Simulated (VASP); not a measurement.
## HfN: single point with PBE

Crystal: HfN.

```
CELL_PARAMETERS angstrom
0.00000 2.22083 2.27381
2.27381 0.00000 2.27381
2.27381 2.22083 0.00000
ATOMIC_POSITIONS crystal
Hf 0.00134 0.99866 0.00134
N 0.48294 0.51706 0.48294
```

This cell differs from its parent crystal: mode 5 frozen in at -0.078 Å, normal strain along y -0.0233.

| Quantity | Value |
| --- | --- |
| Program | VASP 6.6.1 |
| Task | single point |
| Functional | PBE |
| Potentials or basis | VASP PAW PBE potentials, release 64 (Hf_pv, N) |
| Cutoff | 520 eV |
| k mesh | 16 × 16 × 16 |
| Occupations | gaussian, width 0.15 eV |
| Spin | no spin polarisation |

```json
{
  "Pressure": "5.6 GPa",
  "Largest force": "1.171 eV/Å"
}
```

Forces in eV/Å, atoms in the order of the input:
```
Hf   0.000 -1.171  0.000
N    0.000  1.171  0.000
```

Stress tensor (GPa, compression positive):
```
 0.48  0.00  0.00
 0.00 15.81  0.00
 0.00  0.00  0.48
```

Levels at points of the mesh, in eV from the Fermi level:
| k point | band 5 | band 6 | band 7 | band 8 | band 9 | band 10 | band 11 | band 12 |
| --- | --- | --- | --- | --- | --- | --- | --- | --- |
| (0.00, 0.00, 0.00) | -3.20 | -3.20 | -3.06 | -0.31 | -0.31 | -0.17 | 1.54 | 1.80 |
| (0.50, 0.00, 0.00) | -8.92 | -6.23 | -6.20 | 3.23 | 3.62 | 3.82 | 4.45 | 8.46 |
| (0.50, 0.50, 0.00) | -5.51 | -4.38 | -3.63 | -3.14 | 4.08 | 5.38 | 5.65 | 5.70 |
| (0.50, 0.00, 0.50) | -5.23 | -3.88 | -3.79 | -3.79 | 4.13 | 5.54 | 5.54 | 5.57 |

It took 54 s on 1 thread of Intel(R) Xeon(R) Platinum 8488C (Sapphire Rapids), on a shared host, peak memory 0.23 GiB.

Caveat: the cell differs from its parent crystal (mode 5 frozen in at -0.078 Å, normal strain along y -0.0233); spin-orbit coupling is left out, which moves the levels of the heavy elements; forces of over 1 eV/Å act on the atoms, so gaps and moduli don't describe the material at rest.
